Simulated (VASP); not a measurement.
# Ge2Sb2Te5 (P-3m1) in VASP: single point with PBE

Aim: the single point of Ge2Sb2Te5 with PBE.

All numbers are computed with VASP 6.6.1; they aren't measurements. Logs are shortened: lines on timing, memory, paths and dates and some standing lists are left out, and cuts for length are marked.

## (1) The cell of the first run

The structure is trigonal, space group P-3m1 (No. 164). Conventional cell: a = 4.294 Å, b = 4.294 Å, c = 17.101 Å, α = 90.00°, β = 90.00°, γ = 120.00°. Within 3.9 Å of Ge (site symmetry 3m) lie 6 Te at 3.00 to 3.04 Å. Within 4.0 Å of Sb (site symmetry 3m) lie 6 Te at 3.01 to 3.20 Å. Within 4.0 Å of Te (site symmetry -3m) lie 6 Ge at 3.04 Å. Te (site symmetry 3m) has 3 Ge at 3.00 Å and 3 Sb at 3.20 Å within 3.9 Å. Te (site symmetry 3m) has 3 Sb at 3.01 Å and 3 Te at 3.70 Å within 4.0 Å.

## (2) Single point, PBE

INCAR

```
PREC = Accurate
ENCUT = 520
EDIFF = 1E-7
ISMEAR = 0
SIGMA = 0.05
LREAL = Auto
LASPH = True
NELM = 100
ALGO = Normal
ISIF = 2
LWAVE = False
LCHARG = False
GGA = PE
NBANDS = 160
LUSENCCL = False
```

KPOINTS

```
regular mesh
0
Gamma
  3 3 1
```

POSCAR

```
Ge2Sb2Te5
1.0
    8.5881290000      0.0000000000      0.0000000000
   -4.2940640000      7.4375380000      0.0000000000
    0.0000000000      0.0000000000     17.1013460000
Ge Sb Te
8 8 20
Direct
    0.1666670000      0.3333330000      0.8971050000
    0.1666670000      0.8333330000      0.8971050000
    0.6666670000      0.3333330000      0.8971050000
    0.6666670000      0.8333330000      0.8971050000
    0.3333330000      0.1666670000      0.1028950000
    0.3333330000      0.6666670000      0.1028950000
    0.8333330000      0.1666670000      0.1028950000
    0.8333330000      0.6666670000      0.1028950000
    0.0000000000      0.0000000000      0.6799320000
    0.0000000000      0.5000000000      0.6799320000
    0.5000000000      0.0000000000      0.6799320000
    0.5000000000      0.5000000000      0.6799320000
    0.0000000000      0.0000000000      0.3200680000
    0.0000000000      0.5000000000      0.3200680000
    0.5000000000      0.0000000000      0.3200680000
    0.5000000000      0.5000000000      0.3200680000
    0.0000000000      0.0000000000      0.0000000000
    0.0000000000      0.5000000000      0.0000000000
    0.5000000000      0.0000000000      0.0000000000
    0.5000000000      0.5000000000      0.0000000000
    0.3333330000      0.1666670000      0.7984580000
    0.3333330000      0.6666670000      0.7984580000
    0.8333330000      0.1666670000      0.7984580000
    0.8333330000      0.6666670000      0.7984580000
    0.1666670000      0.3333330000      0.2015420000
    0.1666670000      0.8333330000      0.2015420000
    0.6666670000      0.3333330000      0.2015420000
    0.6666670000      0.8333330000      0.2015420000
    0.1666670000      0.3333330000      0.5801080000
    0.1666670000      0.8333330000      0.5801080000
    0.6666670000      0.3333330000      0.5801080000
    0.6666670000      0.8333330000      0.5801080000
    0.3333330000      0.1666670000      0.4198920000
    0.3333330000      0.6666670000      0.4198920000
    0.8333330000      0.1666670000      0.4198920000
    0.8333330000      0.6666670000      0.4198920000
```

Potentials or basis: VASP PAW PBE potentials, release 64 (Ge_d, Sb, Te).

The run is started by

```
cat potpaw_PBE.64/Ge_d/POTCAR potpaw_PBE.64/Sb/POTCAR potpaw_PBE.64/Te/POTCAR > POTCAR
mpirun -np 1 vasp_std > vasp.out
```

OUTCAR:

```text
PREC = Accurate
   ENCUT = 520
   EDIFF = 1E-7
   ISMEAR = 0
   LREAL = Auto
   LASPH = True
   NELM = 100
   ISIF = 2
   GGA = PE

 ion  position               nearest neighbor table
   1  0.167  0.333  0.897-  21 3.00  22 3.00  23 3.00  17 3.04  20 3.04  18 3.04
   2  0.167  0.833  0.897-  22 3.00  21 3.00  24 3.00  18 3.04  19 3.04  17 3.04
   3  0.667  0.333  0.897-  23 3.00  24 3.00  21 3.00  19 3.04  18 3.04  20 3.04
   4  0.667  0.833  0.897-  24 3.00  23 3.00  22 3.00  20 3.04  17 3.04  19 3.04
   5  0.333  0.167  0.103-  25 3.00  26 3.00  27 3.00  20 3.04  17 3.04  19 3.04
   6  0.333  0.667  0.103-  26 3.00  25 3.00  28 3.00  19 3.04  18 3.04  20 3.04
[... 20 lines left out ...]
  27  0.667  0.333  0.202-   7 3.00   8 3.00   5 3.00  15 3.20  14 3.20  16 3.20
  28  0.667  0.833  0.202-   8 3.00   7 3.00   6 3.00  16 3.20  13 3.20  15 3.20
  29  0.167  0.333  0.580-   9 3.01  12 3.01  10 3.01
  30  0.167  0.833  0.580-  10 3.01  11 3.01   9 3.01
  31  0.667  0.333  0.580-  11 3.01  10 3.01  12 3.01
  32  0.667  0.833  0.580-  12 3.01   9 3.01  11 3.01
  33  0.333  0.167  0.420-  16 3.01  13 3.01  15 3.01
  34  0.333  0.667  0.420-  15 3.01  14 3.01  16 3.01
  35  0.833  0.167  0.420-  14 3.01  15 3.01  13 3.01
  36  0.833  0.667  0.420-  13 3.01  16 3.01  14 3.01

  LATTYP: Found a hexagonal cell.
 ALAT       =     8.5881290000
 C/A-ratio  =     1.9912772619

  Lattice vectors:

 A1 = (   8.5881290000,   0.0000000000,   0.0000000000)
 A2 = (  -4.2940640000,   7.4375380000,   0.0000000000)
 A3 = (   0.0000000000,   0.0000000000,  17.1013460000)

Analysis of symmetry for initial positions (statically):
=====================================================================
 Subroutine PRICEL returns following result:

  LATTYP: Found a hexagonal cell.
 ALAT       =     4.2940645000
 C/A-ratio  =     3.9825545238

  Lattice vectors:

 A1 = (   4.2940645000,   0.0000000000,   0.0000000000)
 A2 = (  -2.1470320000,   3.7187690000,   0.0000000000)
 A3 = (   0.0000000000,   0.0000000000,  17.1013460000)

   4 primitive cells build up your supercell.

 Routine SETGRP: Setting up the symmetry group for a
 hexagonal supercell.

 Subroutine GETGRP returns: Found 12 space group operations
 (whereof 12 operations were pure point group operations)
 out of a pool of 24 trial point group operations.

The static configuration has the point symmetry D_3d.

Analysis of symmetry for dynamics (positions and initial velocities):
=====================================================================
 Subroutine PRICEL returns following result:

  LATTYP: Found a hexagonal cell.
 ALAT       =     4.2940645000
 C/A-ratio  =     3.9825545238

  Lattice vectors:

 A1 = (   4.2940645000,   0.0000000000,   0.0000000000)
 A2 = (  -2.1470320000,   3.7187690000,   0.0000000000)
 A3 = (   0.0000000000,   0.0000000000,  17.1013460000)

   4 primitive cells build up your supercell.

 Routine SETGRP: Setting up the symmetry group for a
 hexagonal supercell.

 Subroutine GETGRP returns: Found 12 space group operations
 (whereof 12 operations were pure point group operations)
 out of a pool of 24 trial point group operations.

The dynamic configuration has the point symmetry D_3d.

 Subroutine INISYM returns: Found 12 space group operations
 (whereof 12 operations are pure point group operations),
 and found     4 'primitive' translations

----------------------------------------------------------------------------------------

                                     Primitive cell

  volume of cell :     273.0851

  direct lattice vectors                    reciprocal lattice vectors
     4.294064500  0.000000000  0.000000000     0.232879595  0.134453079 -0.000000000
    -2.147032000  3.718769000  0.000000000     0.000000000  0.268906189  0.000000000
     0.000000000  0.000000000 17.101346000     0.000000000 -0.000000000  0.058474929

  length of vectors
     4.294064500  4.294064425 17.101346000     0.268906184  0.268906189  0.058474929

  position of ions in fractional coordinates (direct lattice)
     0.333334000  0.666666000  0.897105000
     0.666666000  0.333334000  0.102895000
     0.000000000  1.000000000  0.679932000
     0.000000000  1.000000000  0.320068000
     0.000000000  1.000000000  0.000000000
     0.666666000  0.333334000  0.798458000
     0.333334000  0.666666000  0.201542000
     0.333334000  0.666666000  0.580108000
     0.666666000  0.333334000  0.419892000

  ion indices of the primitive-cell ions
   primitive index   ion index
                 1           1
                 2           5
                 3          10
                 4          14
                 5          18
                 6          21
                 7          25
                 8          29
                 9          33

----------------------------------------------------------------------------------------

 KPOINTS: regular mesh

Automatic generation of k-mesh.
 Grid dimensions read from file:
 generate k-points for:    3    3    1

 Generating k-lattice:

  Cartesian coordinates                     Fractional coordinates (reciprocal lattice)
     0.038813266  0.022408846 -0.000000000     0.333333333  0.000000000  0.000000000
     0.000000000  0.044817698  0.000000000     0.000000000  0.333333333  0.000000000
     0.000000000 -0.000000000  0.058474929     0.000000000  0.000000000  1.000000000

  Length of vectors
     0.044817697  0.044817698  0.058474929

  Shift w.r.t. Gamma in fractional coordinates (k-lattice)
     0.000000000  0.000000000  0.000000000

 Subroutine IBZKPT returns following result:
 ===========================================

 Found      3 irreducible k-points:

 Following reciprocal coordinates:
            Coordinates               Weight
  0.000000  0.000000  0.000000      1.000000
  0.333333  0.000000  0.000000      6.000000
  0.333333  0.333333  0.000000      2.000000
   k-points           NKPTS =      3   k-points in BZ     NKDIM =      3   number of bands    NBANDS=    160
   number of dos      NEDOS =    301   number of ions     NIONS =     36
   total plane-waves  NPLWV = 524288
   dimension x,y,z NGX =    64 NGY =   64 NGZ =  128
   dimension x,y,z NGXF=   128 NGYF=  128 NGZF=  256
   ions per type =               8   8  20
   NGX,Y,Z   is equivalent  to a cutoff of  12.39, 12.39, 12.44 a.u.
   NGXF,Y,Z  is equivalent  to a cutoff of  24.78, 24.78, 24.89 a.u.
 SYSTEM =  unknown system
   PREC   = accura    normal or accurate (medium, high low for compatibility)
   ISTART =      0    job   : 0-new  1-cont  2-samecut
   ICHARG =      2    charge: 1-file 2-atom 10-const
   ISPIN  =      1    spin polarized calculation?
   LNONCOLLINEAR =      F non collinear calculations
   LSORBIT =      F    spin-orbit coupling
   LASPH  =      T    aspherical Exc in radial PAW
   ENCUT  =  520.0 eV  38.22 Ry    6.18 a.u.  15.97 15.97 31.80*2*pi/ulx,y,z
   NELM   =    100;   NELMIN=  2; NELMDL= -5     # of ELM steps
   EDIFF  = 0.1E-06   stopping-criterion for ELM
   LREAL  =      T    real-space projection
   EDIFFG = 0.1E-05   stopping-criterion for IOM
   NSW    =      0    number of steps for IOM
   IBRION =     -1    ionic relax: 0-MD 1-quasi-New 2-CG
   NFREE  =      0    steps in history (QN), initial steepest desc. (CG)
   ISIF   =      2    stress and relaxation
   ISYM   =      2    0-nonsym 1-usesym 2-fastsym
   POTIM  = 0.5000    time-step for ionic-motion
   TEBEG  =    0.0;   TEEND  =   0.0 temperature during run
   PSTRESS=    0.0 pullay stress
   NELECT =     272.0000    total number of electrons
   NUPDOWN=      -1.0000    fix difference up-down
   EMIN   =  10.00;   EMAX   =-10.00  energy-range for DOS
   EFERMI =   0.00;   METHOD = LEGACY
   ISMEAR =     0;   SIGMA  =   0.05  broadening in eV -4-tet -1-fermi 0-gaus
   EFERMI_NEDOS =   21; number of points for ismear=-14 and -15
   IALGO  =     38    algorithm
   IMIX   =      4    mixing-type and parameters
     AMIX     =   0.40;   BMIX     =  1.00
     AMIX_MAG =   1.60;   BMIX_MAG =  1.00
  volume/ion in A,a.u.               =      30.34       204.76
  Fermi-wavevector in a.u.,A,eV,Ry     =   1.029940  1.946304 14.432730  1.060776
  Thomas-Fermi vector in A             =   2.164013
   LORBIT       =      0    0 simple, 1 ext, 2 COOP (PROOUT), +10 PAW based schemes
   GGA     = PE    functional components
   LHFCALC =     F    Hartree Fock is set to
   AEXX    =    0.0000 exact exchange contribution
   IVDW    =     0    specifies the selected vdW correction
   LEPSILON=     F    determine dielectric tensor
   LRPA    =     F    only Hartree local field effects (RPA)
 non-spin polarized calculation
 Gauss-broadening in eV      SIGMA  =   0.05
  energy-cutoff  :      520.00
  volume of cell :     1092.34
 maximum number of plane-waves:     29442
 NGX is ok and might be reduce to    64
   NGX = 31   NGY = 31   NGZ = 63

 number of electron     271.9999997 magnetization

 Free energy of the ion-electron system (eV)
  ---------------------------------------------------
  ext. energy  EPLUGINS =         0.00000000
  ---------------------------------------------------
  free energy    TOTEN  =      -135.99712156 eV

  energy without entropy =     -135.99711518  energy(sigma->0) =     -135.99711837

 E-fermi :   6.3615     XC(G=0):  -9.4270

 val. band max:        6.2300929300   @ k =   0.0000   0.0000   0.0000
 cond. band min:       6.4990298061   @ k =   0.0000   0.0000   0.0000
 fundamental gap:      0.2689368761
 Fermi energy:         6.3615258380

 k-point     1 :       0.0000    0.0000    0.0000
  band No.  band energies     occupation
      1     -18.7544      2.00000
      2     -18.7544      2.00000
      3     -18.7544      2.00000
      4     -18.7531      2.00000
      5     -18.7531      2.00000
      6     -18.7531      2.00000
[... 140 lines left out ...]
    147       7.1756      0.00000
    148       7.2041      0.00000

 k-point     2 :       0.3333    0.0000    0.0000
  band No.  band energies     occupation
      1     -18.7538      2.00000
      2     -18.7538      2.00000
      3     -18.7538      2.00000
      4     -18.7527      2.00000
      5     -18.7527      2.00000
      6     -18.7526      2.00000
[... 140 lines left out ...]
    147       7.4931      0.00000
    148       7.4931      0.00000

 k-point     3 :       0.3333    0.3333    0.0000
  band No.  band energies     occupation
      1     -18.7532      2.00000
      2     -18.7531      2.00000
      3     -18.7531      2.00000
      4     -18.7531      2.00000
      5     -18.7525      2.00000
      6     -18.7525      2.00000
[... 140 lines left out ...]
    147       7.1029      0.00000
    148       7.1673      0.00000
 [bands above 148 left out]

------------------------ aborting loop because EDIFF is reached ----------------------------------------

  FORCE on cell =-STRESS in cart. coord.  units (eV):
  Direction    XX          YY          ZZ          XY          YZ          ZX
  --------------------------------------------------------------------------------------
  -------------------------------------------------------------------------------------
  Total        1.1847347      1.1847347      1.7579977      0.0000001      0.0000000      0.0000000
  in kB        1.7376954      1.7376954      2.5785220      0.0000001      0.0000000      0.0000000
  external PRESSURE =       2.0179709 kB  Pullay stress =       0.0000000 kB

 VOLUME and BASIS-vectors are now :
 -----------------------------------------------------------------------------
  energy-cutoff  :      520.00
  volume of cell :     1092.34
      direct lattice vectors                 reciprocal lattice vectors
     8.588129000  0.000000000  0.000000000     0.116439797  0.067226539 -0.000000000
    -4.294064000  7.437538000  0.000000000     0.000000000  0.134453095  0.000000000
     0.000000000  0.000000000 17.101346000     0.000000000 -0.000000000  0.058474929

 POSITION                                       TOTAL-FORCE (eV/Angst)
 -----------------------------------------------------------------------------------
      0.00000      2.47918     15.34170         0.000000     -0.000000      0.056314
     -2.14703      6.19795     15.34170         0.000000      0.000000      0.056314
      4.29407      2.47918     15.34170         0.000000      0.000000      0.056314
      2.14704      6.19795     15.34170         0.000000      0.000000      0.056314
      2.14703      1.23959      1.75964        -0.000000     -0.000000     -0.056314
     -0.00000      4.95836      1.75964        -0.000000      0.000000     -0.056314
[... 28 lines left out ...]
      6.44109      1.23959      7.18072        -0.000000     -0.000000     -0.037422
      4.29406      4.95836      7.18072        -0.000000      0.000000     -0.037422
 -----------------------------------------------------------------------------------
    total drift:                               -0.000000      0.000000      0.000000

  FREE ENERGIE OF THE ION-ELECTRON SYSTEM (eV)
  ---------------------------------------------------
  free  energy   TOTEN  =      -135.9971215627 eV

  energy  without entropy=     -135.9971151764  energy(sigma->0) =     -135.99711837
```

Wall time 4 min (1 × NVIDIA H100 80GB with 1 thread of Intel Xeon Platinum 8481C at 2.70GHz (Sapphire Rapids), shared host); peak memory 1.9 GiB.

What came out:

* Free energy: -135.9971 eV
* Pressure: 0.2 GPa
* Largest force: 0.072 eV/Å
* Band gap on the k mesh: 0.27 eV

Forces on the atoms (eV/Å):
```
Ge   0.000  0.000  0.056
Ge   0.000  0.000  0.056
Ge   0.000  0.000  0.056
Ge   0.000  0.000  0.056
Ge   0.000  0.000 -0.056
Ge   0.000  0.000 -0.056
Ge   0.000  0.000 -0.056
Ge   0.000  0.000 -0.056
Sb   0.000  0.000  0.071
Sb   0.000  0.000  0.071
Sb   0.000  0.000  0.071
Sb   0.000  0.000  0.071
Sb   0.000  0.000 -0.071
Sb   0.000  0.000 -0.071
Sb   0.000  0.000 -0.071
Sb   0.000  0.000 -0.071
Te   0.000  0.000  0.000
Te   0.000  0.000  0.000
Te   0.000  0.000  0.000
Te   0.000  0.000  0.000
Te   0.000  0.000  0.072
Te   0.000  0.000  0.072
Te   0.000  0.000  0.072
Te   0.000  0.000  0.072
Te   0.000  0.000 -0.072
Te   0.000  0.000 -0.072
Te   0.000  0.000 -0.072
Te   0.000  0.000 -0.072
Te   0.000  0.000  0.037
Te   0.000  0.000  0.037
Te   0.000  0.000  0.037
Te   0.000  0.000  0.037
Te   0.000  0.000 -0.037
Te   0.000  0.000 -0.037
Te   0.000  0.000 -0.037
Te   0.000  0.000 -0.037
```

Stress tensor (GPa, compression positive):
```
0.17 0.00 0.00
0.00 0.17 0.00
0.00 0.00 0.26
```

Caveat: spin-orbit coupling is left out, which moves the levels of the heavy elements. A k mesh can miss the band edges.
